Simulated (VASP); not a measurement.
# Nb (Fm-3m) in VASP: single point with HSE06

Aim: the single point of Nb with HSE06.

Everything below comes from runs of VASP 6.6.1. Logs are shortened: lines on timing, memory, paths and dates and some standing lists are left out, and cuts for length are marked.

### 1 The cell of the first run

It takes space group Fm-3m (No. 225, cubic). Conventional cell: a = 4.221 Å, b = 4.221 Å, c = 4.221 Å, α = 90.00°, β = 90.00°, γ = 90.00°. Nb (site symmetry m-3m) has 12 Nb at 2.98 Å within 3.9 Å.

This isn't the form of Nb at room conditions, which is bcc.

### 2 Single point, HSE06

Contents of POSCAR:

```
Nb
1.0
    0.0000000000      2.1103341512      2.1103341512
    2.1103341512      0.0000000000      2.1103341512
    2.1103341512      2.1103341512      0.0000000000
Nb
1
Direct
    0.0000000000      0.0000000000      0.0000000000
```

Contents of INCAR.step1:

```
SYSTEM = Nb
ALGO = Normal ; EDIFF = 1E-5
ENCUT = 520 ; GGA = PE
ISIF = 2 ; ISMEAR = -1
LASPH = .True. ; LCHARG = .False.
LREAL = .False. ; LWAVE = .True.
NBANDS = 12 ; NELM = 60
PREC = Accurate ; SIGMA = 0.1
```

Contents of INCAR.step2:

```
SYSTEM = Nb
ALGO = Normal ; EDIFF = 1E-6
ENCUT = 520 ; GGA = PE
HFSCREEN = 0.2079 ; ISIF = 2
ISMEAR = -1 ; ISTART = 1
LASPH = .True. ; LCHARG = .False.
LHFCALC = .True. ; LREAL = .False.
LWAVE = .False. ; NBANDS = 12
NELM = 60 ; PREC = Accurate
PRECFOCK = Normal ; SIGMA = 0.1
```

Contents of KPOINTS:

```
k-points
0
Gamma
  7 7 7
  0 0 0
```

Potentials or basis: VASP PAW PBE potentials, release 64 (Nb_sv).

On the command line:

```console
> cat potpaw_PBE.64/Nb_sv/POTCAR > POTCAR
> cp INCAR.step1 INCAR
> mpirun -np 1 vasp_std > vasp.out
> cp INCAR.step2 INCAR
> mpirun -np 1 vasp_std > vasp.out
```

OUTCAR:

```text
SYSTEM = Nb
   EDIFF = 1E-6
   ENCUT = 520
   GGA = PE
   HFSCREEN = 0.2079
   ISIF = 2
   ISMEAR = -1
   ISTART = 1
   LASPH = .True.
   LHFCALC = .True.
   LREAL = .False.
   NELM = 60
   PREC = Accurate
   PRECFOCK = Normal

 ion  position               nearest neighbor table
   1  0.000  0.000  0.000-

  LATTYP: Found a face centered cubic cell.
 ALAT       =     4.2206683024

  Lattice vectors:

 A1 = (   0.0000000000,   2.1103341512,   2.1103341512)
 A2 = (   2.1103341512,   0.0000000000,   2.1103341512)
 A3 = (   2.1103341512,   2.1103341512,   0.0000000000)

Analysis of symmetry for initial positions (statically):
=====================================================================
 Subroutine PRICEL returns:
 Original cell was already a primitive cell.

 Routine SETGRP: Setting up the symmetry group for a
 face centered cubic supercell.

 Subroutine GETGRP returns: Found 48 space group operations
 (whereof 48 operations were pure point group operations)
 out of a pool of 48 trial point group operations.

The static configuration has the point symmetry O_h .

Analysis of symmetry for dynamics (positions and initial velocities):
=====================================================================
 Subroutine PRICEL returns:
 Original cell was already a primitive cell.

 Routine SETGRP: Setting up the symmetry group for a
 face centered cubic supercell.

 Subroutine GETGRP returns: Found 48 space group operations
 (whereof 48 operations were pure point group operations)
 out of a pool of 48 trial point group operations.

The dynamic configuration has the point symmetry O_h .

 Subroutine INISYM returns: Found 48 space group operations
 (whereof 48 operations are pure point group operations),
 and found     1 'primitive' translations

----------------------------------------------------------------------------------------

                                     Primitive cell

  volume of cell :      18.7968

  direct lattice vectors                    reciprocal lattice vectors
     0.000000000  2.110334151  2.110334151    -0.236929303  0.236929303  0.236929303
     2.110334151  0.000000000  2.110334151     0.236929303 -0.236929303  0.236929303
     2.110334151  2.110334151  0.000000000     0.236929303  0.236929303 -0.236929303

  length of vectors
     2.984463178  2.984463178  2.984463178     0.410373591  0.410373591  0.410373591

  position of ions in fractional coordinates (direct lattice)
     0.000000000  0.000000000  0.000000000

  ion indices of the primitive-cell ions
   primitive index   ion index
                 1           1

----------------------------------------------------------------------------------------

 KPOINTS: k-points

Automatic generation of k-mesh.
 Grid dimensions read from file:
 generate k-points for:    7    7    7

 Generating k-lattice:

  Cartesian coordinates                     Fractional coordinates (reciprocal lattice)
    -0.033847043  0.033847043  0.033847043     0.142857143  0.000000000  0.000000000
     0.033847043 -0.033847043  0.033847043     0.000000000  0.142857143  0.000000000
     0.033847043  0.033847043 -0.033847043     0.000000000  0.000000000  0.142857143

  Length of vectors
     0.058624799  0.058624799  0.058624799

  Shift w.r.t. Gamma in fractional coordinates (k-lattice)
     0.000000000  0.000000000  0.000000000

 Subroutine IBZKPT returns following result:
 ===========================================

 Found     20 irreducible k-points:

 Following reciprocal coordinates:
            Coordinates               Weight
  0.000000  0.000000  0.000000      1.000000
  0.142857  0.000000  0.000000      8.000000
  0.285714  0.000000  0.000000      8.000000
  0.428571  0.000000  0.000000      8.000000
  0.142857  0.142857  0.000000      6.000000
  0.285714  0.142857  0.000000     24.000000
[... 12 lines left out ...]
 -0.428571  0.428571  0.142857     24.000000
 -0.285714  0.428571  0.142857     24.000000
   k-points           NKPTS =     20   k-points in BZ     NKDIM =    343   number of bands    NBANDS=     12
   number of dos      NEDOS =    301   number of ions     NIONS =      1
   total plane-waves  NPLWV =  13824
   dimension x,y,z NGX =    24 NGY =   24 NGZ =   24
   dimension x,y,z NGXF=    48 NGYF=   48 NGZF=   48
   ions per type =               1
   NGX,Y,Z   is equivalent  to a cutoff of  13.37, 13.37, 13.37 a.u.
   NGXF,Y,Z  is equivalent  to a cutoff of  26.74, 26.74, 26.74 a.u.
 SYSTEM =  Nb
   PREC   = accura    normal or accurate (medium, high low for compatibility)
   ISTART =      1    job   : 0-new  1-cont  2-samecut
   ICHARG =      0    charge: 1-file 2-atom 10-const
   ISPIN  =      1    spin polarized calculation?
   LNONCOLLINEAR =      F non collinear calculations
   LSORBIT =      F    spin-orbit coupling
   LASPH  =      T    aspherical Exc in radial PAW
   ENCUT  =  520.0 eV  38.22 Ry    6.18 a.u.   5.55  5.55  5.55*2*pi/ulx,y,z
   NELM   =     60;   NELMIN=  2; NELMDL=  0     # of ELM steps
   EDIFF  = 0.1E-05   stopping-criterion for ELM
   LREAL  =      F    real-space projection
   EDIFFG = 0.1E-04   stopping-criterion for IOM
   NSW    =      0    number of steps for IOM
   IBRION =     -1    ionic relax: 0-MD 1-quasi-New 2-CG
   NFREE  =      0    steps in history (QN), initial steepest desc. (CG)
   ISIF   =      2    stress and relaxation
   ISYM   =      3    0-nonsym 1-usesym 2-fastsym
   POTIM  = 0.5000    time-step for ionic-motion
   TEBEG  =    0.0;   TEEND  =   0.0 temperature during run
   PSTRESS=    0.0 pullay stress
   NELECT =      13.0000    total number of electrons
   NUPDOWN=      -1.0000    fix difference up-down
   EMIN   =  10.00;   EMAX   =-10.00  energy-range for DOS
   EFERMI =   0.00;   METHOD = LEGACY
   ISMEAR =    -1;   SIGMA  =   0.10  broadening in eV -4-tet -1-fermi 0-gaus
   EFERMI_NEDOS =   21; number of points for ismear=-14 and -15
   IALGO  =     38    algorithm
   IMIX   =      1    mixing-type and parameters
     AMIX     =   0.40;   BMIX     =  1.00
     AMIX_MAG =   1.60;   BMIX_MAG =  1.00
  volume/ion in A,a.u.               =      18.80       126.85
  Fermi-wavevector in a.u.,A,eV,Ry     =   1.447754  2.735858 28.517691  2.095991
  Thomas-Fermi vector in A             =   2.565673
   LORBIT       =      0    0 simple, 1 ext, 2 COOP (PROOUT), +10 PAW based schemes
   GGA     = PE    functional components
   LHFCALC =     T    Hartree Fock is set to
   PRECFOCK=normal    Normal, Fast or Accurate (Low or Medium for compatibility)
   ENCUT4O =  -1.0   cutoff for four orbital integrals eV
   NKREDX  =     1    reduce k-point grid by
   NKREDY  =     1    reduce k-point grid by
   NKREDZ  =     1    reduce k-point grid by
   AEXX    =    0.2500 exact exchange contribution
   HFSCREEN=    0.2079 screening length (either q_TF or 0.3 A-1)
   HFSCREENC=   0.2079 screening length for correlation (either q_TF or 0.3 A-1)
   ENCUTFOCK=  -1.0 apply spherical cutoff to Coloumb kernel
   IVDW    =     0    specifies the selected vdW correction
   LEPSILON=     F    determine dielectric tensor
   LRPA    =     F    only Hartree local field effects (RPA)
 non-spin polarized calculation
  energy-cutoff  :      520.00
  volume of cell :       18.80
 maximum number of plane-waves:       531
 NGX is ok and might be reduce to    24
  NGX = 18; NGY = 18; NGZ = 18

 number of electron      13.0000001 magnetization

 Free energy of the ion-electron system (eV)
  ---------------------------------------------------
  ext. energy  EPLUGINS =         0.00000000
  ---------------------------------------------------
  free energy    TOTEN  =       -11.52234876 eV

  energy without entropy =      -11.49684406  energy(sigma->0) =      -11.50959641

 E-fermi :  10.9970     XC(G=0): -10.0684

 val. band max:       10.8038132256   @ k =  -0.4286   0.2857   0.0000
 cond. band min:      11.1529393558   @ k =   0.4286   0.0000   0.0000
 fundamental gap:      0.3491261302
 Fermi energy:        10.9970425956

 k-point     1 :       0.0000    0.0000    0.0000
  band No.  band energies     occupation
      1     -47.8695      2.00000
      2     -21.7613      2.00000
      3     -21.7613      2.00000
      4     -21.7613      2.00000
      5       3.5892      2.00000
      6      11.2324      0.17362
      7      11.2324      0.17362
      8      11.2324      0.17362
      9      14.3765      0.00000
     10      14.3765      0.00000
     11      23.3063      0.00000
     12      28.4678      0.00000

 k-point     2 :       0.1429    0.0000    0.0000
  band No.  band energies     occupation
      1     -47.8292      2.00000
      2     -22.0284      2.00000
      3     -21.7921      2.00000
      4     -21.7921      2.00000
      5       4.4033      2.00000
      6      10.5386      1.97979
      7      11.5586      0.00725
      8      11.5586      0.00725
      9      14.1070      0.00000
     10      14.1070      0.00000
     11      24.7379      0.00000
     12      26.3208      0.00000

 k-point     3 :       0.2857    0.0000    0.0000
  band No.  band energies     occupation
      1     -47.7374      2.00000
      2     -22.6033      2.00000
      3     -21.8608      2.00000
      4     -21.8608      2.00000
      5       5.9836      2.00000
      6      10.0584      1.99983
      7      11.6018      0.00472
      8      11.6018      0.00472
      9      14.6038      0.00000
     10      14.6038      0.00000
     11      23.4200      0.00000
     12      26.9852      0.00000

 k-point     4 :       0.4286    0.0000    0.0000
  band No.  band energies     occupation
      1     -47.6626      2.00000
      2     -23.0422      2.00000
      3     -21.9153      2.00000
      4     -21.9153      2.00000
      5       6.3602      2.00000
      6      11.1529      0.34759
      7      11.1529      0.34758
      8      11.5890      0.00536
      9      16.0282      0.00000
     10      16.0282      0.00000
     11      22.2769      0.00000
     12      23.9401      0.00000

 k-point     5 :       0.1429    0.1429    0.0000
  band No.  band energies     occupation
      1     -47.8159      2.00000
      2     -22.0233      2.00000
      3     -21.8479      2.00000
      4     -21.8479      2.00000
      5       4.6718      2.00000
      6      10.0699      1.99981
      7      11.8913      0.00026
      8      11.8913      0.00026
      9      13.1517      0.00000
     10      14.7002      0.00000
     11      25.4089      0.00000
     12      27.3809      0.00000
[... 168 lines left out ...]
      1     -47.6724      2.00000
      2     -22.6723      2.00000
      3     -22.1707      2.00000
      4     -21.9693      2.00000
      5       7.4141      2.00000
      6       8.6888      2.00000
      7      10.3949      1.99516
      8      13.5219      0.00000
      9      13.7992      0.00000
     10      16.8950      0.00000
     11      25.1234      0.00000
     12      27.3228      0.00000

 k-point    18 :      -0.4286    0.2857    0.1429
  band No.  band energies     occupation
      1     -47.6164      2.00000
      2     -22.8380      2.00000
      3     -22.3355      2.00000
      4     -22.0504      2.00000
      5       8.0373      2.00000
      6       8.8970      2.00000
      7      10.0192      1.99989
      8      12.9814      0.00000
      9      15.5524      0.00000
     10      18.8396      0.00000
     11      22.2391      0.00000
     12      26.1756      0.00000

 k-point    19 :      -0.4286    0.4286    0.1429
  band No.  band energies     occupation
      1     -47.5926      2.00000
      2     -22.8450      2.00000
      3     -22.3424      2.00000
      4     -22.1924      2.00000
      5       7.2389      2.00000
      6       7.8728      2.00000
      7      11.3204      0.07586
      8      14.6243      0.00000
      9      16.2448      0.00000
     10      19.0029      0.00000
     11      23.0915      0.00000
     12      23.5593      0.00000

 k-point    20 :      -0.2857    0.4286    0.1429
  band No.  band energies     occupation
      1     -47.5860      2.00000
      2     -22.6753      2.00000
      3     -22.5954      2.00000
      4     -22.1721      2.00000
      5       7.8769      2.00000
      6       8.7518      2.00000
      7      10.1194      1.99969
      8      13.5238      0.00000
      9      16.2633      0.00000
     10      20.4931      0.00000
     11      21.9403      0.00000
     12      23.9807      0.00000

------------------------ aborting loop because EDIFF is reached ----------------------------------------

  FORCE on cell =-STRESS in cart. coord.  units (eV):
  Direction    XX          YY          ZZ          XY          YZ          ZX
  --------------------------------------------------------------------------------------
  -------------------------------------------------------------------------------------
  Total       -0.4930669     -0.4930669     -0.4930669      0.0000000      0.0000000      0.0000000
  in kB      -42.0274241    -42.0274241    -42.0274241      0.0000000      0.0000000      0.0000000
  external PRESSURE =     -42.0274241 kB  Pullay stress =       0.0000000 kB

 VOLUME and BASIS-vectors are now :
 -----------------------------------------------------------------------------
  energy-cutoff  :      520.00
  volume of cell :       18.80
      direct lattice vectors                 reciprocal lattice vectors
     0.000000000  2.110334151  2.110334151    -0.236929303  0.236929303  0.236929303
     2.110334151  0.000000000  2.110334151     0.236929303 -0.236929303  0.236929303
     2.110334151  2.110334151  0.000000000     0.236929303  0.236929303 -0.236929303

 POSITION                                       TOTAL-FORCE (eV/Angst)
 -----------------------------------------------------------------------------------
      0.00000      0.00000      0.00000         0.000000      0.000000      0.000000
 -----------------------------------------------------------------------------------
    total drift:                                0.000000      0.000000      0.000000

  FREE ENERGIE OF THE ION-ELECTRON SYSTEM (eV)
  ---------------------------------------------------
  free  energy   TOTEN  =       -11.5223487648 eV

  energy  without entropy=      -11.4968440597  energy(sigma->0) =      -11.50959641
```

It took 43 min on 1 thread of Intel Xeon Platinum 8375C at 2.90GHz (Ice Lake), shared host; peak memory 0.25 GiB.

What came out:

```yaml
Free_energy: -11.5223 eV
Pressure: -4.2 GPa
Band_gap_on_the_k_mesh: zero (an odd number of electrons rules out a gap without spin polarisation)
```

Caveat: the k points lie up to 0.37 Å⁻¹ apart, too coarse for converged energies and pressures of a metal; the PAW data sets were made with another functional, which shifts forces and pressure a little.
